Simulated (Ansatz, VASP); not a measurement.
**Sb in VASP and in Ansatz**

```
CELL_PARAMETERS angstrom
5.47927 0.00000 0.00000
-2.73963 4.74519 0.00000
0.00000 0.00000 3.23800
ATOMIC_POSITIONS crystal
Sb 0.00000 0.00000 0.00000
Sb 0.33333 0.66667 0.50000
Sb 0.66667 0.33333 0.50000
```

Alike in both runs: task single point; functional BLYP; k mesh 7 × 7 × 11; occupations fermi-dirac, width 0.1 eV; no spin polarisation.

|  | VASP | Ansatz |
| --- | --- | --- |
| version | VASP 6.6.1 | Ansatz 0.2.0 |
| potentials or method | VASP PAW PBE potentials, release 64 (Sb), cutoff 520 eV | plane waves (420 eV) with PAW, scalar-relativistic |
| valence electrons in the cell | 15 | 45 |

```tsv
	VASP	Ansatz	Ansatz less VASP
pressure (GPa)	4.4	4.2	-0.18
traceless stress, the component that is largest in VASP (GPa)	0.51	0.49	-0.015
```

VASP's potentials were made for PBE, not for BLYP. With one functional, cell and mesh, what is left measures potentials, basis and numerics. VASP's potentials hold 15 valence electrons a cell and Ansatz's 45, so a difference there can come from the potentials and not from the codes.

Spin-orbit coupling is off throughout.
